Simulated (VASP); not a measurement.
PdCl (CsCl type), 2 atoms in the cell. Symmetry: Pm-3m, No. 221, cubic system. Conventional cell: a = 2.661 Å, b = 2.661 Å, c = 2.661 Å, α = 90.00°, β = 90.00°, γ = 90.00°. Within 3.0 Å of Pd (site symmetry m-3m) lie 8 Cl at 2.30 Å and 6 Pd at 2.66 Å. Cl (site symmetry m-3m) has 8 Pd at 2.30 Å and 6 Cl at 2.66 Å within 3.0 Å.  This cell differs from its parent crystal: volume scaled by 0.55.

```yaml
Program: VASP 6.6.1
Task: single point
Functional: PBE
Potentials_or_basis: VASP PAW PBE potentials, release 64 (Pd, Cl)
Cutoff: 520 eV
k_mesh: 15 × 15 × 15
Occupations: fermi-dirac, width 0.08 eV
Spin: no spin polarisation
Dipole_correction: no
Further_INCAR_settings: ALGO = Normal; EDIFF = 1e-07; NBANDS = 16
```

Potentials or basis: VASP PAW PBE potentials, release 64 (Pd, Cl).

The run is started by

```bash
$ cat potpaw_PBE.64/Pd/POTCAR potpaw_PBE.64/Cl/POTCAR > POTCAR
$ mpirun -np 1 vasp_std > vasp.out
```

Hardware: 1 thread of AMD EPYC 7R13, with other jobs on the host.

Q: Estimate the wall time of this run.

A: Wall time 42 s on 1 thread of AMD EPYC 7R13, with other jobs on the host, peak memory 0.12 GiB. Counts: scf iterations 11, k points 120.
